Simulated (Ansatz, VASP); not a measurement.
One calculation of In, two programs

Contents of INCAR:

```
SYSTEM = In
  PREC = Accurate
  ENCUT = 520
  EDIFF = 1E-8
  ISMEAR = -1
  SIGMA = 0.05
  LREAL = .FALSE.
  LASPH = .TRUE.
  NELM = 100
  ALGO = Normal
  ISIF = 2
  LWAVE = .FALSE.
  LCHARG = .FALSE.
  GGA = PE
  LEFG = .TRUE.
  NBANDS = 12
```

The input KPOINTS:

```
regular mesh
0
G
  14 14 14
  0 0 0
```

The input POSCAR:

```
In
1.0
   -1.6261500000      1.6261500000      2.4739500000
    1.6261500000     -1.6261500000      2.4739500000
    1.6261500000      1.6261500000     -2.4739500000
In
1
Direct
    0.0000000000      0.0000000000      0.0000000000
```

Input for Ansatz:

```yaml
crystal:
  lattice:
    - [-1.62615, 1.62615, 2.47395]
    - [1.62615, -1.62615, 2.47395]
    - [1.62615, 1.62615, -2.47395]
  atoms:
    - { symbol: In, position: [0.0, 0.0, 0.0] }
kpoints:
  mp_grid: { grid: [14, 14, 14] }
  band_path:
    path:
      - [0.0, 0.0, 0.0]
      - [0.0, 0.0, 0.5]
      - [0.25, 0.25, 0.25]
      - [0.0, 0.5, 0.0]
      - [0.0, 0.0, 0.0]
      - [0.5, 0.5, -0.5]
      - [0.3580138334, 0.6419861666, -0.3580138334]
      - [-0.3580138334, 0.3580138334, 0.3580138334]
      - [0.0, 0.0, 0.0]
    npoints: 8
scf:
  occupations: { method: fermi_dirac, width: 0.05 }
hamiltonian:
  xc: pbe
  pseudopotentials: { kind: paw }
output:
  forces: true
  stress: true
  eigenvalues: true
  efg: { contact_densities: true }
  populations: true
  bader: true
  dos: { projected: true, de: 0.2, e_range: [-14, 8] }
```

Alike in both runs: task electric field gradients; functional PBE; k mesh 14 × 14 × 14; occupations fermi-dirac, width 0.05 eV; no spin polarisation.

```csv
,VASP,Ansatz
version,VASP 6.6.1,Ansatz 0.2.0
potentials or method,"VASP PAW PBE potentials, release 64 (In_d)","PAW with Ansatz's default frozen-core files, scalar-relativistic"
plane-wave cutoff (eV),520,420
valence electrons in the cell,13,13
```

|  | VASP | Ansatz | Ansatz less VASP |
| --- | --- | --- | --- |
| pressure (GPa) | 1.9 | 1.9 | +0.04 |
| traceless stress, the component that is largest in VASP (GPa) | 0.18 | 0.18 | +0.001 |
| size of Vzz on the site where it differs most (V/Å²) | 21.4 | 21.9 | +0.47 |

With one functional, cell and mesh, what is left measures potentials, basis and numerics.
